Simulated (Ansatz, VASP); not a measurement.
SnTe in VASP and in Ansatz

INCAR

```
  PREC = Accurate
  ENCUT = 520
  EDIFF = 1E-7
  ISMEAR = 0
  SIGMA = 0.1
  LREAL = False
  LASPH = True
  NELM = 60
  ALGO = Normal
  ISIF = 2
  LWAVE = False
  LCHARG = True
  GGA = PE
  LELF = True
  LVHAR = True
  NBANDS = 17
```

The input KPOINTS:

```
regular mesh
0
Gamma
  6 6 4
```

The input POSCAR:

```
SnTe
1.0
    3.9155613300      0.0000000000      0.0000000000
   -1.9577806600      3.3909755800      0.0000000000
    0.0000000000      0.0000000000      3.8190372500
Sn Te
1 1
Direct
    0.6666666700      0.3333333300      0.5000000000
    0.0000000000      0.0000000000      0.0000000000
```

Input for Ansatz:

```yaml
crystal:
  lattice:
    - [3.91556133, 0.0, 0.0]
    - [-1.95778066, 3.39097558, 0.0]
    - [0.0, 0.0, 3.81903725]
  atoms:
    - { symbol: Sn, position: [0.66666667, 0.33333333, 0.5] }
    - { symbol: Te, position: [0.0, 0.0, 0.0] }
basis:
  ecutwfc: 420
kpoints:
  mp_grid: { grid: [6, 6, 4] }
hamiltonian:
  xc: pbe
scf:
  occupations: { method: gaussian, width: 0.1 }
  lower_state_search: "off"
output:
  forces: true
  stress: true
  eigenvalues: true
```

Change from the starting cell: species swapped into the WC type (P-6m2, No. 187).

Alike in both runs: task single point; functional PBE; k mesh 6 × 6 × 4; occupations gaussian, width 0.1 eV; no spin polarisation.

|  | VASP | Ansatz |
| --- | --- | --- |
| version | VASP 6.6.1 | Ansatz 0.2.0 |
| potentials or method | VASP PAW PBE potentials, release 64 (Sn_d, Te), cutoff 520 eV | scalar-relativistic, plane waves, PAW |
| valence electrons in the cell | 20 | 30 |

|  | VASP | Ansatz | Ansatz less VASP |
| --- | --- | --- | --- |
| gap on the k mesh at the Fermi level (eV) | none | none | - |
| pressure (GPa) | 17.9 | 17.9 | 0.00 |
| traceless stress, the component that is largest in VASP (GPa) | 6.99 | 6.97 | -0.020 |

A gap of «none» marks a metal or a gap that the smearing closes. With one functional, cell and mesh, what is left measures potentials, basis and numerics. VASP's potentials hold 20 valence electrons a cell and Ansatz's 30, so a difference there can come from the potentials and not from the codes.

The k mesh is coarse, so the values compare programs but aren't converged. Spin-orbit coupling is off throughout.
